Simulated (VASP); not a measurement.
Here is a VASP 6.6.1 calculation.

Contents of INCAR:

```
  PREC = Accurate
  ENCUT = 520
  EDIFF = 1E-6
  ISMEAR = -1
  SIGMA = 0.1
  LREAL = F
  LASPH = T
  NELM = 60
  ALGO = Normal
  ISIF = 2
  LWAVE = F
  LCHARG = F
  GGA = PS
  NBANDS = 11
```

Contents of KPOINTS:

```
regular mesh
0
Gamma
  17 17 17
```

File POSCAR:

```
AlN
1.0
    0.0000000000      2.0226113034      2.0226113034
    2.0226113034      0.0000000000      2.0226113034
    2.0226113034      2.0226113034      0.0000000000
Al N
1 1
Direct
    0.0000000000      0.0000000000      0.0000000000
    0.5000000000      0.5000000000      0.5000000000
```

Potentials or basis: VASP PAW PBE potentials, release 64 (Al, N).

Run with:

```bash
$ cat potpaw_PBE.64/Al/POTCAR potpaw_PBE.64/N/POTCAR > POTCAR
$ mpirun -np 1 vasp_std > vasp.out
```

Task: Predict the pressure.

Result: -0.1 GPa.

Task: Predict the band gap on the k mesh.

Result: 4.60 eV, indirect (least direct gap 5.65 eV).

Caveat: the PAW data sets were made with another functional, which shifts forces and pressure a little. A k mesh can miss the band edges.
